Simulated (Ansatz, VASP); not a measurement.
## One calculation of Ir, two programs

Contents of INCAR:

```
PREC = Accurate
ENCUT = 520
EDIFF = 1E-7
ISMEAR = 0
SIGMA = 0.15
LREAL = F
LASPH = T
NELM = 100
ALGO = Fast
ISIF = 2
LWAVE = F
LCHARG = F
GGA = CA
NBANDS = 10
```

Contents of KPOINTS:

```
regular mesh
0
Gamma
  22 22 22
```

Contents of POSCAR:

```
Ir
1.0
    0.0000000000      2.1120119204      1.5508503532
    2.1120119204      0.0000000000      1.5508503532
    2.1120119204      2.1120119204      0.0000000000
Ir
1
Direct
    0.0000000000      0.0000000000      0.0000000000
```

Input for Ansatz:

```yaml
crystal:
  lattice:
    - [0.0, 2.1120119204, 1.5508503532]
    - [2.1120119204, 0.0, 1.5508503532]
    - [2.1120119204, 2.1120119204, 0.0]
  atoms:
    - { symbol: Ir, position: [0.0, 0.0, 0.0] }
basis:
  ecutwfc: 420
kpoints:
  mp_grid: { grid: [22, 22, 22] }
hamiltonian:
  xc: lda
  pseudopotentials: { kind: paw, azcp: { folder: soft_1 } }
scf:
  occupations: { method: gaussian, width: 0.15 }
output:
  forces: true
  stress: true
  eigenvalues: true
```

Alike in both runs: task single point; functional LDA; k mesh 22 × 22 × 22; occupations gaussian, width 0.15 eV; no spin polarisation.

|  | VASP | Ansatz |
| --- | --- | --- |
| version | VASP 6.6.1 | Ansatz 0.2.0 |
| potentials or method | VASP PAW LDA potentials, release 64 (Ir), cutoff 520 eV | scalar-relativistic, plane waves, PAW |
| valence electrons in the cell | 9 | 17 |

Ansatz gave:

| Quantity | Value |
| --- | --- |
| gap on the k mesh at the Fermi level (eV) | none |
| pressure (GPa) | 12.9 |
| traceless stress, the component that is largest in VASP (GPa) | 17.77 |

Q: Estimate VASP's values.

A: gap on the k mesh at the Fermi level (eV): none; pressure (GPa): 15.7; traceless stress, the component that is largest in VASP (GPa): 17.35.

Ansatz warns that its potentials were made for another functional, while VASP's fit it. LDA's correlation is that of Perdew and Zunger in VASP and of Perdew and Wang (1992) in Ansatz. A gap of «none» marks a metal or a gap that the smearing closes. VASP's potentials hold 9 valence electrons a cell and Ansatz's 17, so a difference there can come from the potentials and not from the codes.

Neither program's run includes spin-orbit coupling.
